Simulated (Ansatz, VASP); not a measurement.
HfH6 in VASP and in Ansatz

```xyz
7
Lattice="3.3341 0.0000 0.0000 0.0000 3.3341 0.0000 0.0000 0.0000 3.3341" Properties=species:S:1:pos:R:3 pbc="T T T"
Hf    0.0000    0.0000    0.0000
H     0.5442    1.6670    1.6670
H     1.6670    0.5442    1.6670
H     2.7899    1.6670    1.6670
H     1.6670    2.7899    1.6670
H     1.6670    1.6670    0.5442
H     1.6670    1.6670    2.7899
```

Change from the starting cell: species swapped into the LaB6 type (Pm-3m, No. 221).

Alike in both runs: task relaxation of cell and atoms; functional PBE; k mesh 12 × 12 × 12; occupations gaussian, width 0.1 eV; no spin polarisation.

|  | VASP | Ansatz |
| --- | --- | --- |
| version | VASP 6.6.1 | Ansatz 0.2.0 |
| potentials or method | VASP PAW PBE potentials, release 64 (Hf_pv, H), cutoff 600 eV | scalar-relativistic, plane waves, PAW |
| valence electrons in the cell | 16 | 32 |

|  | VASP | Ansatz | Ansatz less VASP |
| --- | --- | --- | --- |
| gap on the k mesh at the Fermi level, each at its own relaxed structure (eV) | none | none | - |
| relaxed volume (Å³/atom) | 5.25 | 5.29 | +0.044 |
| relaxed cell length with the largest relative difference (Å) | 3.325 | 3.334 | +0.0092 |

A gap of «none» marks a metal or a gap that the smearing closes. VASP's potentials hold 16 valence electrons a cell and Ansatz's 32, so a difference there can come from the potentials and not from the codes.

Spin-orbit coupling is off throughout.
